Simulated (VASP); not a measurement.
# SnO in VASP: further runs

Runs on SnO. Level: PBE. Tasks: single point, relaxation of cell and atoms.

Everything below comes from runs of VASP 6.6.1. Logs are shortened: lines on timing, memory, paths and dates and some standing lists are left out, and cuts for length are marked.

### 1 The cell of the first run

The structure is orthorhombic, space group Pmmn (No. 59). Conventional cell: a = 3.830 Å, b = 4.023 Å, c = 5.016 Å, α = 90.00°, β = 90.00°, γ = 90.00°. Sn (site symmetry mm2) has 4 O at 2.25 to 2.30 Å within 3.0 Å. O (site symmetry mm2) has 4 Sn at 2.25 to 2.30 Å and 4 O at 2.78 Å within 3.0 Å.

### 2 Single point, PBE (uniaxial strain along a: +4.0 %)

File INCAR:

```
SYSTEM = SnO
ALGO = Normal
EDIFF = 1E-7
ENCUT = 520
GGA = PE
ISIF = 2
ISMEAR = 0
LASPH = .True.
LCHARG = .True.
LELF = .True.
LREAL = .False.
LVHAR = .True.
LWAVE = .False.
NBANDS = 28
NELM = 100
PREC = Accurate
SIGMA = 0.01
```

File KPOINTS:

```
k-points
0
Gamma
  10 10 8
  0 0 0
```

File POSCAR:

```
SnO
1.0
    4.0229933374      0.0000000000      0.0000000000
    0.0000000000      3.8295801962      0.0000000000
    0.0000000000      0.0000000000      5.0155777912
Sn O
2 2
Direct
    0.0000000000      0.5000000000      0.2281553766
    0.5000000000      0.0000000000      0.7718446234
    0.5000000000      0.5000000000      0.0070245754
    0.0000000000      0.0000000000     -0.0070245754
```

Potentials or basis: VASP PAW PBE potentials, release 64 (Sn_d, O).

The run is started by

```console
cat potpaw_PBE.64/Sn_d/POTCAR potpaw_PBE.64/O/POTCAR > POTCAR
mpirun -np 1 vasp_std > vasp.out
```

OUTCAR:

```text
SYSTEM = SnO
   EDIFF = 1E-7
   ENCUT = 520
   GGA = PE
   ISIF = 2
   ISMEAR = 0
   LASPH = .True.
   LREAL = .False.
   NELM = 100
   PREC = Accurate

 ion  position               nearest neighbor table
   1  0.000  0.500  0.228-   4 2.25   4 2.25   3 2.30   3 2.30   2 3.60   2 3.60   2 3.60   2 3.60

   2  0.500  0.000  0.772-   3 2.25   3 2.25   4 2.30   4 2.30   1 3.60   1 3.60   1 3.60   1 3.60

   3  0.500  0.500  0.007-   2 2.25   2 2.25   1 2.30   1 2.30
   4  0.000  0.000  0.993-   1 2.25   1 2.25   2 2.30   2 2.30

  LATTYP: Found a simple orthorhombic cell.
 ALAT       =     3.8295801962
 B/A-ratio  =     1.0505050505
 C/A-ratio  =     1.3096938918

  Lattice vectors:

 A1 = (   0.0000000000,  -3.8295801962,   0.0000000000)
 A2 = (   4.0229933374,   0.0000000000,   0.0000000000)
 A3 = (   0.0000000000,   0.0000000000,   5.0155777912)

Analysis of symmetry for initial positions (statically):
=====================================================================
 Subroutine PRICEL returns:
 Original cell was already a primitive cell.

 Routine SETGRP: Setting up the symmetry group for a
 simple orthorhombic supercell.

 Subroutine GETGRP returns: Found  8 space group operations
 (whereof  4 operations were pure point group operations)
 out of a pool of  8 trial point group operations.

The static configuration has the point symmetry C_2v.
 The point group associated with its full space group is D_2h.

Analysis of symmetry for dynamics (positions and initial velocities):
=====================================================================
 Subroutine PRICEL returns:
 Original cell was already a primitive cell.

 Routine SETGRP: Setting up the symmetry group for a
 simple orthorhombic supercell.

 Subroutine GETGRP returns: Found  8 space group operations
 (whereof  4 operations were pure point group operations)
 out of a pool of  8 trial point group operations.

The dynamic configuration has the point symmetry C_2v.
 The point group associated with its full space group is D_2h.

 Subroutine INISYM returns: Found  8 space group operations
 (whereof  4 operations are pure point group operations),
 and found     1 'primitive' translations

----------------------------------------------------------------------------------------

                                     Primitive cell

  volume of cell :      77.2719

  direct lattice vectors                    reciprocal lattice vectors
     4.022993337  0.000000000  0.000000000     0.248571130  0.000000000  0.000000000
     0.000000000  3.829580196  0.000000000     0.000000000  0.261125228  0.000000000
     0.000000000  0.000000000  5.015577791     0.000000000  0.000000000  0.199378824

  length of vectors
     4.022993337  3.829580196  5.015577791     0.248571130  0.261125228  0.199378824

  position of ions in fractional coordinates (direct lattice)
     0.000000000  0.500000000  0.228155377
     0.500000000  0.000000000  0.771844623
     0.500000000  0.500000000  0.007024575
     0.000000000  0.000000000  0.992975425

  ion indices of the primitive-cell ions
   primitive index   ion index
                 1           1
                 2           2
                 3           3
                 4           4

----------------------------------------------------------------------------------------

 KPOINTS: k-points

Automatic generation of k-mesh.
 Grid dimensions read from file:
 generate k-points for:   10   10    8

 Generating k-lattice:

  Cartesian coordinates                     Fractional coordinates (reciprocal lattice)
     0.024857113  0.000000000  0.000000000     0.100000000  0.000000000  0.000000000
     0.000000000  0.026112523  0.000000000     0.000000000  0.100000000  0.000000000
     0.000000000  0.000000000  0.024922353     0.000000000  0.000000000  0.125000000

  Length of vectors
     0.024857113  0.026112523  0.024922353

  Shift w.r.t. Gamma in fractional coordinates (k-lattice)
     0.000000000  0.000000000  0.000000000

 Subroutine IBZKPT returns following result:
 ===========================================

 Found    180 irreducible k-points:

 Following reciprocal coordinates:
            Coordinates               Weight
  0.000000  0.000000  0.000000      1.000000
  0.100000  0.000000  0.000000      2.000000
  0.200000  0.000000  0.000000      2.000000
  0.300000  0.000000  0.000000      2.000000
  0.400000  0.000000  0.000000      2.000000
  0.500000  0.000000  0.000000      1.000000
[... 16 lines left out ...]
  0.400000  0.300000  0.000000      4.000000
  0.500000  0.300000  0.000000      2.000000
 [... further k-points ...]
   k-points           NKPTS =    180   k-points in BZ     NKDIM =    180   number of bands    NBANDS=     28
   number of dos      NEDOS =    301   number of ions     NIONS =      4
   total plane-waves  NPLWV =  33600
   dimension x,y,z NGX =    30 NGY =   28 NGZ =   40
   dimension x,y,z NGXF=    60 NGYF=   56 NGZF=   80
   ions per type =               2   2
   NGX,Y,Z   is equivalent  to a cutoff of  12.40, 12.16, 13.26 a.u.
   NGXF,Y,Z  is equivalent  to a cutoff of  24.79, 24.31, 26.52 a.u.
 SYSTEM =  SnO
   PREC   = accura    normal or accurate (medium, high low for compatibility)
   ISTART =      0    job   : 0-new  1-cont  2-samecut
   ICHARG =      2    charge: 1-file 2-atom 10-const
   ISPIN  =      1    spin polarized calculation?
   LNONCOLLINEAR =      F non collinear calculations
   LSORBIT =      F    spin-orbit coupling
   LASPH  =      T    aspherical Exc in radial PAW
   ENCUT  =  520.0 eV  38.22 Ry    6.18 a.u.   7.48  7.12  9.33*2*pi/ulx,y,z
   NELM   =    100;   NELMIN=  2; NELMDL= -5     # of ELM steps
   EDIFF  = 0.1E-06   stopping-criterion for ELM
   LREAL  =      F    real-space projection
   EDIFFG = 0.1E-05   stopping-criterion for IOM
   NSW    =      0    number of steps for IOM
   IBRION =     -1    ionic relax: 0-MD 1-quasi-New 2-CG
   NFREE  =      0    steps in history (QN), initial steepest desc. (CG)
   ISIF   =      2    stress and relaxation
   ISYM   =      2    0-nonsym 1-usesym 2-fastsym
   POTIM  = 0.5000    time-step for ionic-motion
   TEBEG  =    0.0;   TEEND  =   0.0 temperature during run
   PSTRESS=    0.0 pullay stress
   NELECT =      40.0000    total number of electrons
   NUPDOWN=      -1.0000    fix difference up-down
   EMIN   =  10.00;   EMAX   =-10.00  energy-range for DOS
   EFERMI =   0.00;   METHOD = LEGACY
   ISMEAR =     0;   SIGMA  =   0.01  broadening in eV -4-tet -1-fermi 0-gaus
   EFERMI_NEDOS =   21; number of points for ismear=-14 and -15
   IALGO  =     38    algorithm
   IMIX   =      4    mixing-type and parameters
     AMIX     =   0.40;   BMIX     =  1.00
     AMIX_MAG =   1.60;   BMIX_MAG =  1.00
  volume/ion in A,a.u.               =      19.32       130.36
  Fermi-wavevector in a.u.,A,eV,Ry     =   1.314481  2.484009 23.508970  1.727861
  Thomas-Fermi vector in A             =   2.444731
   LORBIT       =      0    0 simple, 1 ext, 2 COOP (PROOUT), +10 PAW based schemes
   GGA     = PE    functional components
   LHFCALC =     F    Hartree Fock is set to
   AEXX    =    0.0000 exact exchange contribution
   IVDW    =     0    specifies the selected vdW correction
   LEPSILON=     F    determine dielectric tensor
   LRPA    =     F    only Hartree local field effects (RPA)
 non-spin polarized calculation
 Gauss-broadening in eV      SIGMA  =   0.01
  energy-cutoff  :      520.00
  volume of cell :       77.27
 maximum number of plane-waves:      2104
 NGX is ok and might be reduce to    30
   NGX = 15   NGY = 15   NGZ = 19

 number of electron      39.9999998 magnetization

 Free energy of the ion-electron system (eV)
  ---------------------------------------------------
  ext. energy  EPLUGINS =         0.00000000
  ---------------------------------------------------
  free energy    TOTEN  =       -22.70920075 eV

  energy without entropy =      -22.70920075  energy(sigma->0) =      -22.70920075

 E-fermi :   5.9427     XC(G=0):  -9.7333

 val. band max:        5.8024686705   @ k =   0.0000   0.1000   0.0000
 cond. band min:       6.4376062327   @ k =   0.5000   0.5000   0.0000
 fundamental gap:      0.6351375621
 Fermi energy:         5.9426575650

 k-point     1 :       0.0000    0.0000    0.0000
  band No.  band energies     occupation
      1     -15.7895      2.00000
      2     -15.4580      2.00000
      3     -15.4527      2.00000
      4     -15.4527      2.00000
      5     -15.4273      2.00000
      6     -15.4172      2.00000
[... 20 lines left out ...]
     27      12.7748      0.00000
     28      13.4480      0.00000

 k-point     2 :       0.1000    0.0000    0.0000
  band No.  band energies     occupation
      1     -15.7838      2.00000
      2     -15.4558      2.00000
      3     -15.4557      2.00000
      4     -15.4515      2.00000
      5     -15.4280      2.00000
      6     -15.4149      2.00000
[... 20 lines left out ...]
     27      13.0918      0.00000
     28      13.8582      0.00000

 k-point     3 :       0.2000    0.0000    0.0000
  band No.  band energies     occupation
      1     -15.7670      2.00000
      2     -15.4810      2.00000
      3     -15.4497      2.00000
      4     -15.4483      2.00000
      5     -15.4298      2.00000
      6     -15.4121      2.00000
[... 20 lines left out ...]
     27      13.3616      0.00000
     28      15.0545      0.00000

 k-point     4 :       0.3000    0.0000    0.0000
  band No.  band energies     occupation
      1     -15.7404      2.00000
      2     -15.5378      2.00000
      3     -15.4441      2.00000
      4     -15.4407      2.00000
      5     -15.4321      2.00000
      6     -15.4154      2.00000
[... 578 lines left out ...]
     27      13.1665      0.00000
     28      14.0833      0.00000

 k-point    23 :       0.4000    0.3000    0.0000
  band No.  band energies     occupation
      1     -15.7190      2.00000
      2     -15.6661      2.00000
      3     -15.4330      2.00000
      4     -15.4329      2.00000
      5     -15.4301      2.00000
      6     -15.4196      2.00000
[... 20 lines left out ...]
     27      13.1034      0.00000
     28      13.6731      0.00000

 k-point    24 :       0.5000    0.3000    0.0000
  band No.  band energies     occupation
      1     -15.6969      2.00000
      2     -15.6969      2.00000
      3     -15.4335      2.00000
      4     -15.4335      2.00000
      5     -15.4225      2.00000
      6     -15.4225      2.00000
[... 20 lines left out ...]
     27      13.3373      0.00000
     28      13.3373      0.00000

 [... further k-points ...]
[... 5 lines left out ...]
  --------------------------------------------------------------------------------------
  -------------------------------------------------------------------------------------
  Total       -1.2713829     -0.8182226     -0.0670040      0.0000000      0.0000000      0.0000000
  in kB      -26.3612193    -16.9652631     -1.3892804      0.0000000      0.0000000      0.0000000
  external PRESSURE =     -14.9052542 kB  Pullay stress =       0.0000000 kB

 VOLUME and BASIS-vectors are now :
 -----------------------------------------------------------------------------
  energy-cutoff  :      520.00
  volume of cell :       77.27
      direct lattice vectors                 reciprocal lattice vectors
     4.022993337  0.000000000  0.000000000     0.248571130  0.000000000  0.000000000
     0.000000000  3.829580196  0.000000000     0.000000000  0.261125228  0.000000000
     0.000000000  0.000000000  5.015577791     0.000000000  0.000000000  0.199378824

 POSITION                                       TOTAL-FORCE (eV/Angst)
 -----------------------------------------------------------------------------------
      0.00000      1.91479      1.14433         0.000000      0.000000     -0.013376
      2.01150      0.00000      3.87125         0.000000      0.000000      0.013376
      2.01150      1.91479      0.03523         0.000000      0.000000      0.057027
      0.00000      0.00000      4.98035         0.000000      0.000000     -0.057027
 -----------------------------------------------------------------------------------
    total drift:                                0.000000     -0.000000     -0.000000

  FREE ENERGIE OF THE ION-ELECTRON SYSTEM (eV)
  ---------------------------------------------------
  free  energy   TOTEN  =       -22.7092007503 eV

  energy  without entropy=      -22.7092007503  energy(sigma->0) =      -22.70920075
```

Run time: 2.2 min. Hardware: 1 thread of Intel Xeon 6975P-C (Granite Rapids), shared host; peak memory 0.4 GiB.

Results:

* Free energy: -22.7092 eV
* Pressure: -1.5 GPa
* Largest force: 0.057 eV/Å
* Band gap on the k mesh: 0.64 eV (least direct gap 1.93 eV)

Forces in eV/Å, atoms in the order of the input:
```
Sn   0.000  0.000 -0.013
Sn   0.000  0.000  0.013
O    0.000  0.000  0.057
O    0.000  0.000 -0.057
```

Caveat: the cell differs from its parent crystal (uniaxial strain along a: +4.0 %); semilocal functionals underestimate gaps, and a narrow one can read as zero; spin-orbit coupling is left out, which moves the levels of the heavy elements. A k mesh can miss the band edges.

### 3 Relaxation of cell and atoms, PBE, target pressure 25 GPa, at which the enthalpy is minimised

This run uses another cell than the first one, of 13.82 Å³/atom.

File INCAR:

```
SYSTEM = SnO
  PREC = Accurate
  ENCUT = 600
  EDIFF = 1E-6
  ISMEAR = 0
  SIGMA = 0.1
  LREAL = .FALSE.
  LASPH = .TRUE.
  NELM = 100
  ALGO = Normal
  ISIF = 3
  LWAVE = .FALSE.
  LCHARG = .FALSE.
  GGA = PE
  IBRION = 2
  NSW = 70
  EDIFFG = -0.008
  PSTRESS = 250.0
```

File KPOINTS:

```
regular mesh
0
G
  12 12 10
  0 0 0
```

File POSCAR:

```
SnO
1.0
    3.6236018466      0.0000000000      0.0000000000
    0.0000000000      3.6236018466      0.0000000000
    0.0000000000      0.0000000000      4.2114486358
Sn O
2 2
Direct
    0.0000000000      0.5000000000      0.2698187321
    0.5000000000      0.0000000000      0.7301812679
    0.5000000000      0.5000000000      0.0000000000
    0.0000000000      0.0000000000      0.0000000000
```

Potentials or basis: VASP PAW PBE potentials, release 64 (Sn_d, O).

The run is started by

```console
cat potpaw_PBE.64/Sn_d/POTCAR potpaw_PBE.64/O/POTCAR > POTCAR
mpirun -np 1 vasp_std > vasp.out
```

Wall time 25 min (1 thread of Intel Xeon Platinum 8259CL at 2.50GHz (Skylake/Cascade Lake), shared host); peak memory 0.36 GiB.

The run converged. Its results:

- Free energy: -21.6293 eV
- Relaxed volume: 13.50 Å³/atom
- Relaxed cell: a = 3.624 Å, b = 3.624 Å, c = 4.113 Å, α = 90.00°, β = 90.00°, γ = 90.00°
- Space group after relaxing (to 0.1 Å): P4/nmm (No. 129)
- Energy change on relaxing (the run minimises the enthalpy): +29.4 meV/atom
- Ionic steps: 10
- Pressure after relaxing: 25.0 GPa
- Band gap on the k mesh: zero (bands 20 and 21 overlap by 1.79 eV)

The path:
```tsv
step	energy change (eV)	largest force (eV/Å)	pressure (GPa)	volume (Å³)
1	0.0000	1.2718	26.12	55.30
2	-0.1559	0.4650	18.27	56.08
3	-0.1274	0.1491	20.95	55.79
4	0.1995	0.0958	26.33	53.53
5	0.1227	0.0312	25.08	54.00
6	0.1234	0.0178	25.19	53.99
7	0.1257	0.0651	25.32	53.97
8	0.0910	0.0651	24.25	54.19
9	0.1117	0.0146	24.90	54.05
10	0.1178	0.0001	24.98	54.02
```

Final structure:
```xyz
4
Lattice="3.6238 0.0000 0.0000 0.0000 3.6238 0.0000 0.0000 0.0000 4.1133" Properties=species:S:1:pos:R:3 pbc="T T T"
Sn    0.0000    1.8119    1.1747
Sn    1.8119    0.0000    2.9386
O     1.8119    1.8119    0.0000
O     0.0000    3.6238    0.0000
```

Levels at points of the mesh, in eV from the Fermi level:
| k point | band 16 | band 17 | band 18 | band 19 | band 20 | band 21 | band 22 | band 23 | band 24 |
| --- | --- | --- | --- | --- | --- | --- | --- | --- | --- |
| (0.00, 0.00, 0.00) | -7.21 | -4.01 | -3.45 | -3.45 | 0.34 | 3.73 | 3.88 | 3.88 | 6.34 |
| (0.50, 0.00, 0.00) | -5.75 | -5.46 | -5.46 | -3.55 | -3.55 | 4.63 | 4.63 | 5.83 | 5.83 |
| (0.50, 0.50, 0.00) | -5.72 | -2.72 | -2.72 | -2.09 | -2.09 | -1.36 | -1.36 | 4.91 | 4.91 |
| (0.00, 0.00, 0.50) | -4.21 | -3.46 | -3.46 | -2.47 | -0.99 | 1.58 | 1.58 | 2.20 | 3.16 |
| (0.50, 0.00, 0.50) | -6.38 | -5.30 | -5.30 | -1.96 | -1.96 | 3.98 | 3.98 | 4.78 | 4.78 |
| (0.50, 0.50, 0.50) | -7.11 | -3.90 | -3.90 | -2.73 | -2.73 | 1.96 | 1.96 | 6.25 | 6.25 |

Caveat: the cell is relaxed towards a set pressure, so the run minimises the enthalpy, not the energy; spin-orbit coupling is left out, which moves the levels of the heavy elements.

[end of part 1 of 2]
